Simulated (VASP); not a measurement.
# CsBr (Pm-3m) in VASP: settings compared, part 2 of 2

VASP 6.6.1. The steps go on from the part before.

### 3 Single point, PBE

Input file INCAR:

```
SYSTEM = CsBr
PREC     = Accurate       ! precision mode
ENCUT    = 500            ! plane-wave cutoff, eV
EDIFF    = 1E-6           ! SCF threshold, eV
ISMEAR   = 0              ! smearing method
SIGMA    = 0.01           ! smearing width, eV
LREAL    = .FALSE.        ! projectors in reciprocal space
LASPH    = .TRUE.         ! aspherical terms in the spheres
NELM     = 120            ! most SCF steps
ALGO     = Normal         ! electronic algorithm
ISIF     = 2              ! what is computed and relaxed
LWAVE    = .FALSE.        ! write WAVECAR
LCHARG   = .FALSE.        ! write CHGCAR
GGA      = PE             ! functional
NBANDS   = 15             ! bands
GGA_COMPAT= .FALSE.
```

Input file KPOINTS:

```
regular mesh
0
G
  6 6 6
  0 0 0
```

Input file POSCAR:

```
CsBr
1.0
    4.3193779122      0.0000000000      0.0000000000
    0.0000000000      4.3193779122      0.0000000000
    0.0000000000      0.0000000000      4.3193779122
Cs Br
1 1
Direct
    0.0000000000      0.0000000000      0.0000000000
    0.5000000000      0.5000000000      0.5000000000
```

Potentials or basis: VASP PAW PBE potentials, release 64 (Cs_sv, Br).

Launch:

```
$ cat potpaw_PBE.64/Cs_sv/POTCAR potpaw_PBE.64/Br/POTCAR > POTCAR
$ mpirun -np 1 vasp_std > vasp.out
```

OUTCAR:

```text
SYSTEM = CsBr
   PREC = Accurate
   ENCUT = 500
   EDIFF = 1E-6
   ISMEAR = 0
   LREAL = .FALSE.
   LASPH = .TRUE.
   NELM = 120
   ISIF = 2
   GGA = PE

 ion  position               nearest neighbor table
   1  0.000  0.000  0.000-
   2  0.500  0.500  0.500-

  LATTYP: Found a simple cubic cell.
 ALAT       =     4.3193779122

  Lattice vectors:

 A1 = (   4.3193779122,   0.0000000000,   0.0000000000)
 A2 = (   0.0000000000,   4.3193779122,   0.0000000000)
[... 538 lines left out ...]

------------------------ aborting loop because EDIFF is reached ----------------------------------------

  FORCE on cell =-STRESS in cart. coord.  units (eV):
  Direction    XX          YY          ZZ          XY          YZ          ZX
  --------------------------------------------------------------------------------------
  -------------------------------------------------------------------------------------
  Total        0.3578557      0.3578557      0.3578557     -0.0000000      0.0000000     -0.0000000
  in kB        7.1146721      7.1146721      7.1146721     -0.0000000      0.0000000     -0.0000000
  external PRESSURE =       7.1146721 kB  Pullay stress =       0.0000000 kB

 VOLUME and BASIS-vectors are now :
 -----------------------------------------------------------------------------
  energy-cutoff  :      500.00
  volume of cell :       80.59
      direct lattice vectors                 reciprocal lattice vectors
     4.319377912  0.000000000  0.000000000     0.231514820  0.000000000  0.000000000
     0.000000000  4.319377912  0.000000000     0.000000000  0.231514820  0.000000000
     0.000000000  0.000000000  4.319377912     0.000000000  0.000000000  0.231514820

 POSITION                                       TOTAL-FORCE (eV/Angst)
 -----------------------------------------------------------------------------------
      0.00000      0.00000      0.00000         0.000000      0.000000      0.000000
      2.15969      2.15969      2.15969         0.000000      0.000000      0.000000
 -----------------------------------------------------------------------------------
    total drift:                                0.000000      0.000000     -0.000000

  FREE ENERGIE OF THE ION-ELECTRON SYSTEM (eV)
  ---------------------------------------------------
  free  energy   TOTEN  =        -6.0151097706 eV

  energy  without entropy=       -6.0151097706  energy(sigma->0) =       -6.01510977
```

stdout:

```text
POSCAR found type information on POSCAR CsBr
 POSCAR found :  2 types and       2 ions
 scaLAPACK will be used
 LDA part: xc-table for (Slater+PW92), standard interpolation
 POSCAR, INCAR and KPOINTS ok, starting setup
 FFT: planning ... GRIDC
 FFT: planning ... GRID_SOFT
 FFT: planning ... GRID
 WAVECAR not read
 entering main loop
```

Run time: 13 s. Hardware: 1 thread of Intel Xeon Platinum 8488C (Sapphire Rapids), shared host; peak memory 0.19 GiB.

What came out:

```
Free energy            : -6.0151 eV
Pressure               : 0.7 GPa
Band gap on the k mesh : 4.43 eV, indirect (least direct gap 4.43 eV)
```

Caveat: spin-orbit coupling is left out, which moves the levels of the heavy elements.

### 4 Single point, r2SCAN

POSCAR is that of step 3.

Input file INCAR.step1:

```
PREC = Accurate
ENCUT = 550
ISMEAR = 0
SIGMA = 0.01
LREAL = F
LASPH = T
NELM = 120
NBANDS = 15
GGA = PE
ALGO = Normal
EDIFF = 1E-5
LWAVE = T
LCHARG = F
GGA_COMPAT = F
```

Input file INCAR.step2:

```
PREC = Accurate
ENCUT = 550
EDIFF = 1E-6
ISMEAR = 0
SIGMA = 0.01
LREAL = F
LASPH = T
NELM = 120
ALGO = Normal
ISIF = 2
LWAVE = F
LCHARG = F
METAGGA = R2SCAN
LMIXTAU = T
NBANDS = 15
ISTART = 1
GGA_COMPAT = F
```

Input file KPOINTS:

```
regular mesh
0
Gamma
  6 6 6
```

Launch:

```
$ cat potpaw_PBE.64/Cs_sv/POTCAR potpaw_PBE.64/Br/POTCAR > POTCAR
$ cp INCAR.step1 INCAR
$ mpirun -np 1 vasp_std > vasp.out
$ cp INCAR.step2 INCAR
$ mpirun -np 1 vasp_std > vasp.out
```

It took 68 s on 1 thread of Intel Xeon Platinum 8488C (Sapphire Rapids), shared host; peak memory 0.22 GiB.

It converged, with:

- Free energy: -42.3254 eV
- Pressure: 0.1 GPa
- Band gap on the k mesh: 5.19 eV, indirect (the least direct gap lies 4.8 meV higher)

Levels at points of the mesh, in eV from the valence-band top:
| k point | band 5 | band 6 | band 7 | band 8 | band 9 | band 10 | band 11 | band 12 |
| --- | --- | --- | --- | --- | --- | --- | --- | --- |
| (0.00, 0.00, 0.00) | -6.57 | 0.00 | 0.00 | 0.00 | 5.19 | 5.42 | 5.42 | 9.75 |
| (0.50, 0.00, 0.00) | -6.47 | -1.26 | -0.19 | -0.19 | 6.43 | 7.85 | 8.37 | 8.94 |
| (0.50, 0.50, 0.00) | -6.41 | -0.58 | -0.58 | 0.00 | 5.84 | 6.11 | 7.85 | 7.85 |
| (0.50, 0.50, 0.50) | -6.95 | -1.13 | -1.13 | -1.13 | 8.89 | 8.89 | 8.89 | 9.78 |

Caveat: the PAW data sets were made with another functional, which shifts forces and pressure a little; spin-orbit coupling is left out, which moves the levels of the heavy elements.

### 5 Single point, r2SCAN

POSCAR is that of step 4.

Input file INCAR.step1:

```
SYSTEM = CsBr
PREC = Accurate
ENCUT = 550
ISMEAR = 0
SIGMA = 0.01
LREAL = .False.
LASPH = .True.
NELM = 120
NBANDS = 15
GGA = PE
ALGO = Normal
EDIFF = 1E-5
LWAVE = .True.
LCHARG = .False.
GGA_COMPAT = .False.
```

Input file INCAR.step2:

```
SYSTEM = CsBr
PREC = Accurate
ENCUT = 550
EDIFF = 1E-6
ISMEAR = 0
SIGMA = 0.01
LREAL = .False.
LASPH = .True.
NELM = 120
ALGO = Normal
ISIF = 2
LWAVE = .False.
LCHARG = .True.
METAGGA = R2SCAN
LMIXTAU = .True.
LELF = .True.
LVHAR = .True.
NBANDS = 15
ISTART = 1
GGA_COMPAT = .False.
```

Input file KPOINTS:

```
regular mesh
0
Gamma
  6 6 6
  0 0 0
```

Launch:

```
$ cat potpaw_PBE.64/Cs_sv/POTCAR potpaw_PBE.64/Br/POTCAR > POTCAR
$ cp INCAR.step1 INCAR
$ mpirun -np 1 vasp_std > vasp.out
$ cp INCAR.step2 INCAR
$ mpirun -np 1 vasp_std > vasp.out
```

Wall time 65 s (1 thread of Intel Xeon Platinum 8488C (Sapphire Rapids), shared host); peak memory 0.22 GiB.

Results (log left out):

```yaml
Free_energy: -42.3254 eV
Pressure: 0.1 GPa
Band_gap_on_the_k_mesh: 5.19 eV, indirect (the least direct gap lies 4.8 meV higher)
```

Levels at points of the mesh, in eV from the valence-band top:
```
           k point  band 4  band 5  band 6  band 7  band 8  band 9  band 10  band 11  band 12  band 13
(0.00, 0.00, 0.00)   -6.57   -6.57    0.00    0.00    0.00    5.19     5.42     5.42     9.75     9.75
(0.50, 0.00, 0.00)   -6.47   -6.47   -1.26   -0.19   -0.19    6.43     7.85     8.37     8.94     9.49
(0.50, 0.50, 0.00)   -7.12   -6.41   -0.58   -0.58    0.00    5.84     6.11     7.85     7.85    11.65
(0.50, 0.50, 0.50)   -6.95   -6.95   -1.13   -1.13   -1.13    8.89     8.89     8.89     9.78     9.78
```

Caveat: the PAW data sets were made with another functional, which shifts forces and pressure a little; spin-orbit coupling is left out, which moves the levels of the heavy elements.

### 6 Single point, HSE06

POSCAR is that of step 5.

Input file INCAR.step1:

```
PREC = Accurate ; ENCUT = 400
EDIFF = 1E-5 ; ISMEAR = 0
SIGMA = 0.01 ; LREAL = F
LASPH = T ; NELM = 120
ALGO = Normal ; ISIF = 2
LWAVE = T ; LCHARG = F
NBANDS = 15 ; GGA = PE
GGA_COMPAT = F
```

Input file INCAR.step2:

```
PREC = Accurate ; ENCUT = 400
EDIFF = 1E-6 ; ISMEAR = 0
SIGMA = 0.01 ; LREAL = F
LASPH = T ; NELM = 120
ALGO = Normal ; ISIF = 2
LWAVE = F ; LCHARG = F
GGA = PE ; LHFCALC = T
HFSCREEN = 0.2079 ; PRECFOCK = Normal
NBANDS = 15 ; ISTART = 1
GGA_COMPAT = F
```

Input file KPOINTS:

```
Automatic mesh
0
Gamma
  4 4 4
```

Potentials or basis: VASP PAW PBE potentials, release 64 (Cs_sv, Br).

Launch:

```
$ cat potpaw_PBE.64/Cs_sv/POTCAR potpaw_PBE.64/Br/POTCAR > POTCAR
$ cp INCAR.step1 INCAR
$ mpirun -np 1 vasp_std > vasp.out
$ cp INCAR.step2 INCAR
$ mpirun -np 1 vasp_std > vasp.out
```

It took 3.8 min on 1 thread of Intel Xeon Platinum 8488C (Sapphire Rapids), shared host; peak memory 0.26 GiB.

It converged, with:

```yaml
Free_energy: -6.9989 eV
Pressure: 0.4 GPa
Band_gap_on_the_k_mesh: 5.60 eV, indirect (least direct gap 5.60 eV)
```

Levels at points of the mesh, in eV from the valence-band top:
| k point | band 6 | band 7 | band 8 | band 9 | band 10 | band 11 |
| --- | --- | --- | --- | --- | --- | --- |
| (0.00, 0.00, 0.00) | -0.01 | -0.01 | -0.01 | 5.60 | 6.08 | 6.08 |
| (0.50, 0.00, 0.00) | -1.34 | -0.20 | -0.20 | 7.14 | 8.47 | 8.86 |
| (0.50, 0.50, 0.00) | -0.61 | -0.61 | 0.00 | 6.42 | 6.68 | 8.48 |
| (0.50, 0.50, 0.50) | -1.19 | -1.19 | -1.19 | 9.57 | 9.57 | 9.57 |

Caveat: the PAW data sets were made with another functional, which shifts forces and pressure a little; spin-orbit coupling is left out, which moves the levels of the heavy elements.

### 7 The runs side by side

| level | k mesh | cutoff (eV) | grid for exact exchange (PRECFOCK) | screening parameter | gap on the mesh (eV) | pressure (GPa) |
| --- | --- | --- | --- | --- | --- | --- |
| PBE | 6 × 6 × 6 | 500 | - | - | 4.43 | 0.7 |
| r2SCAN | 6 × 6 × 6 | 550 | - | - | 5.19 | 0.1 |
| HSE06 | 4 × 4 × 4 | 400 | Normal | 0.2079 1/Å | 5.60 | 0.4 |

Alike in all rows: task single point; potentials or basis VASP PAW PBE potentials, release 64 (Cs_sv, Br); no spin polarisation; cell as given; smearing gaussian 0.01 eV.

On the cell as given the gap runs from 4.43 eV (PBE) to 5.60 eV (HSE06); the meshes differ, which moves gaps too. The pressure there spans 0.1 GPa (r2SCAN) to 0.7 GPa (PBE); a positive pressure means that this level wants a larger cell, a negative one a smaller.

Caveats: spin-orbit coupling is left out, which moves the levels of the heavy elements; the PAW data sets were made with another functional, which shifts forces and pressure a little (some runs).

Total energies depend on the potentials used, so only differences within one code and one set of settings carry meaning.
